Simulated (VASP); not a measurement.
# LiCl (Fm-3m) in VASP: a series of runs, part 3 of 3

VASP 6.6.1. The steps go on from the part before.

## (6) Electric field gradients, PBE (volume scaled by 1.06)

Input file INCAR:

```
SYSTEM = LiCl
PREC = Accurate
ENCUT = 520
EDIFF = 1E-8
ISMEAR = -1
SIGMA = 0.03
LREAL = .FALSE.
LASPH = .TRUE.
NELM = 60
ALGO = Normal
ISIF = 2
LWAVE = .FALSE.
LCHARG = .FALSE.
GGA = PE
LEFG = .TRUE.
NBANDS = 12
```

Input file KPOINTS:

```
regular mesh
0
G
  9 9 9
  0 0 0
```

Input file POSCAR:

```
LiCl
1.0
    0.0000000000      2.6150621824      2.6150621824
    2.6150621824      0.0000000000      2.6150621824
    2.6150621824      2.6150621824      0.0000000000
Li Cl
1 1
Direct
    0.0000000000      0.0000000000      0.0000000000
    0.5000000000      0.5000000000      0.5000000000
```

Potentials or basis: VASP PAW PBE potentials, release 64 (Li_sv, Cl).

On the command line:

```sh
> cat potpaw_PBE.64/Li_sv/POTCAR potpaw_PBE.64/Cl/POTCAR > POTCAR
> mpirun -np 1 vasp_std > vasp.out
```

OUTCAR:

```text
SYSTEM = LiCl
   PREC = Accurate
   ENCUT = 520
   EDIFF = 1E-8
   ISMEAR = -1
   LREAL = .FALSE.
   LASPH = .TRUE.
   NELM = 60
   ISIF = 2
   GGA = PE

 ion  position               nearest neighbor table
   1  0.000  0.000  0.000-   2 2.62   2 2.62   2 2.62   2 2.62   2 2.62   2 2.62
   2  0.500  0.500  0.500-   1 2.62   1 2.62   1 2.62   1 2.62   1 2.62   1 2.62

  LATTYP: Found a face centered cubic cell.
 ALAT       =     5.2301243648

  Lattice vectors:

 A1 = (   0.0000000000,   2.6150621824,   2.6150621824)
 A2 = (   2.6150621824,   0.0000000000,   2.6150621824)
 A3 = (   2.6150621824,   2.6150621824,   0.0000000000)

Analysis of symmetry for initial positions (statically):
=====================================================================
 Subroutine PRICEL returns:
 Original cell was already a primitive cell.

 Routine SETGRP: Setting up the symmetry group for a
 face centered cubic supercell.

[... 548 lines left out ...]
      direct lattice vectors                 reciprocal lattice vectors
     0.000000000  2.615062182  2.615062182    -0.191200042  0.191200042  0.191200042
     2.615062182  0.000000000  2.615062182     0.191200042 -0.191200042  0.191200042
     2.615062182  2.615062182  0.000000000     0.191200042  0.191200042 -0.191200042

 POSITION                                       TOTAL-FORCE (eV/Angst)
 -----------------------------------------------------------------------------------
      0.00000      0.00000      0.00000         0.000000      0.000000      0.000000
      2.61506      2.61506      2.61506        -0.000000     -0.000000     -0.000000
 -----------------------------------------------------------------------------------
    total drift:                                0.000000      0.000000      0.000000

  FREE ENERGIE OF THE ION-ELECTRON SYSTEM (eV)
  ---------------------------------------------------
  free  energy   TOTEN  =        -7.3791359112 eV

  energy  without entropy=       -7.3791359112  energy(sigma->0) =       -7.37913591

 Electric field gradients (V/A^2)
---------------------------------------------------------------------
 ion       V_xx      V_yy      V_zz      V_xy      V_xz      V_yz
---------------------------------------------------------------------
   1       0.000     0.000     0.000     0.005     0.005     0.005
   2       0.000    -0.000     0.000    -0.000    -0.000    -0.000
---------------------------------------------------------------------

 Electric field gradients after diagonalization (V/A^2)
 (convention: |V_zz| > |V_xx| > |V_yy|)
----------------------------------------------------------------------
 ion       V_xx      V_yy      V_zz     asymmetry (V_yy - V_xx)/ V_zz
----------------------------------------------------------------------
   1      -0.005    -0.005     0.010       0.000
   2       0.000     0.000    -0.000       0.000
----------------------------------------------------------------------

           NMR quadrupolar parameters

 Cq : quadrupolar parameter    Cq=e*Q*V_zz/h
 eta: asymmetry parameters     (V_yy - V_xx)/ V_zz
 Q  : nuclear electric quadrupole moment in mb (millibarn)
----------------------------------------------------------------------
 ion       Cq(MHz)       eta       Q (mb)
----------------------------------------------------------------------
   1       0.000       0.000       1.000
   2      -0.000       0.000       1.000
----------------------------------------------------------------------
```

OSZICAR:

```text
N       E                     dE             d eps       ncg     rms          rms(c)
DAV:   1     0.416407217750E+02    0.41641E+02   -0.40795E+03   840   0.770E+02
DAV:   2    -0.494957970296E+01   -0.46590E+02   -0.44709E+02  1092   0.141E+02
DAV:   3    -0.738605687870E+01   -0.24365E+01   -0.24306E+01  1088   0.337E+01
DAV:   4    -0.744925619444E+01   -0.63199E-01   -0.63180E-01  1180   0.573E+00
DAV:   5    -0.745011027056E+01   -0.85408E-03   -0.85407E-03  1116   0.574E-01    0.233E+00
DAV:   6    -0.737203766595E+01    0.78073E-01   -0.17401E-01  1068   0.191E+00    0.166E+00
DAV:   7    -0.737436237019E+01   -0.23247E-02   -0.52683E-02  1256   0.118E+00    0.921E-01
DAV:   8    -0.737910220629E+01   -0.47398E-02   -0.70712E-03  1000   0.579E-01    0.157E-01
DAV:   9    -0.737906539720E+01    0.36809E-04   -0.24206E-04  1072   0.109E-01    0.598E-02
DAV:  10    -0.737912661229E+01   -0.61215E-04   -0.15525E-04   980   0.828E-02    0.557E-02
DAV:  11    -0.737913498187E+01   -0.83696E-05   -0.17934E-05  1092   0.268E-02    0.194E-03
DAV:  12    -0.737913619351E+01   -0.12116E-05   -0.69494E-07  1028   0.602E-03    0.486E-03
DAV:  13    -0.737913581772E+01    0.37578E-06   -0.21923E-07  1088   0.302E-03    0.461E-04
DAV:  14    -0.737913596215E+01   -0.14442E-06   -0.38137E-09   840   0.505E-04    0.343E-04
DAV:  15    -0.737913590884E+01    0.53313E-07   -0.16164E-09   576   0.305E-04    0.956E-05
DAV:  16    -0.737913591118E+01   -0.23484E-08   -0.91551E-10   520   0.173E-04
   1 F= -.73791359E+01 E0= -.73791359E+01  d E =-.104620E-10
```

stdout:

```text
POSCAR found type information on POSCAR LiCl
 POSCAR found :  2 types and       2 ions
 scaLAPACK will be used
 LDA part: xc-table for (Slater+PW92), standard interpolation
 POSCAR, INCAR and KPOINTS ok, starting setup
 FFT: planning ... GRIDC
 FFT: planning ... GRID_SOFT
 FFT: planning ... GRID
 WAVECAR not read
 entering main loop
ion   1

ion   2
```

It took 15 s on 1 thread of AMD EPYC 7R13 (Zen 3), shared host; peak memory 0.12 GiB.

What came out:

| Item | Value |
| --- | --- |
| Free energy | -7.3791 eV |
| Band gap on the k mesh | 6.02 eV, direct |

Levels at points of the mesh, in eV from the valence-band top:
```csv
k point,band 2,band 3,band 4,band 5,band 6,band 7,band 8,band 9
"(0.00, 0.00, 0.00)",-13.20,0.00,0.00,0.00,6.02,11.88,11.88,11.88
```

Caveat: without QUAD_EFG the Cq values of the log hold for a quadrupole moment of 1 mb, not for the nuclei. A k mesh can miss the band edges.

## (7) Overview

| cell | gap on the mesh (eV) |
| --- | --- |
| a = 3.627 Å, angles 60.0°, 2 atoms | 6.34 |
| a = 3.663 Å, angles 60.0°, 2 atoms | 6.17 |
| a = 3.698 Å, angles 60.0°, 2 atoms | 6.02 |

Alike in all rows: task electric field gradients; level PBE; potentials or basis VASP PAW PBE potentials, release 64 (Li_sv, Cl); no spin polarisation; k mesh 9 × 9 × 9; cutoff (eV) 520; smearing fermi-dirac 0.03 eV.

Absolute energies hang on the potentials; compare differences alone.
